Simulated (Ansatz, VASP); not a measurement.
**Two plane-wave programs on ZnSe**

The input POSCAR:

```
ZnSe
1.0
    0.0000000000      2.8338000000      2.8338000000
    2.8338000000      0.0000000000      2.8338000000
    2.8338000000      2.8338000000      0.0000000000
Se Zn
1 1
Direct
    0.7500000000      0.7500000000      0.7500000000
    0.0000000000      0.0000000000      0.0000000000
```

File INCAR.step1:

```
SYSTEM = ZnSe
ALGO = Normal ; EDIFF = 1E-5
ENCUT = 520 ; GGA = PE
ISIF = 2 ; ISMEAR = -1
LASPH = .TRUE. ; LCHARG = .FALSE.
LREAL = .FALSE. ; LWAVE = .TRUE.
NBANDS = 16 ; NELM = 80
PREC = Accurate ; SIGMA = 0.05
```

INCAR.step2

```
SYSTEM = ZnSe
AEXX = 0.5 ; AGGAC = 1.0
AGGAX = 0.5 ; ALDAC = 0.0
ALDAX = 0.5 ; ALGO = Normal
EDIFF = 1E-6 ; ENCUT = 520
GGA = B5 ; ISIF = 2
ISMEAR = -1 ; ISTART = 1
LASPH = .TRUE. ; LCHARG = .FALSE.
LHFCALC = .TRUE. ; LREAL = .FALSE.
LWAVE = .FALSE. ; NBANDS = 16
NELM = 80 ; PREC = Accurate
PRECFOCK = Normal ; SIGMA = 0.05
```

KPOINTS

```
k-points
0
G
  4 4 4
  0 0 0
```

The input input.yaml:

```yaml
crystal:
  lattice:
    - [0.0, 2.8338, 2.8338]
    - [2.8338, 0.0, 2.8338]
    - [2.8338, 2.8338, 0.0]
  atoms:
    - { symbol: Se, position: [0.75, 0.75, 0.75] }
    - { symbol: Zn, position: [0.0, 0.0, 0.0] }
hamiltonian:
  xc: { name: BHLYP }
  pseudopotentials: { kind: paw }
kpoints:
  mp_grid: { grid: [4, 4, 4] }
scf:
  occupations: { method: fermi_dirac, width: 0.05 }
output:
  forces: true
  stress: true
  eigenvalues: true
  write_density: true
  write_potential: true
  elf: true
  volumetric_format: npy
```

Alike in both runs: task single point; functional BHLYP; k mesh 4 × 4 × 4; occupations fermi-dirac, width 0.05 eV; no spin polarisation.

|  | VASP | Ansatz |
| --- | --- | --- |
| version | VASP 6.6.1 | Ansatz 0.2.0 |
| potentials or method | VASP PAW PBE potentials, release 64 (Se, Zn) | Ansatz PAW |
| plane-wave cutoff (eV) | 520 | 420 |
| valence electrons in the cell | 18 | 28 |

VASP gave:

```
gap on the k mesh at the Fermi level (eV) : 5.06
least direct gap on the mesh (eV)         : 5.06
pressure (GPa)                            : 2.9
```

Question: What did Ansatz give for the same quantities?

Answer: gap on the k mesh at the Fermi level (eV): 4.97; least direct gap on the mesh (eV): 4.97; pressure (GPa): 3.3.

VASP's potentials were made for PBE, not for BHLYP. The functional is the same, so the differences come from potentials, cutoffs and numerics. VASP's potentials hold 18 valence electrons a cell and Ansatz's 28, so a difference there can come from the potentials and not from the codes.

The k mesh is coarse, so the values compare programs but aren't converged.
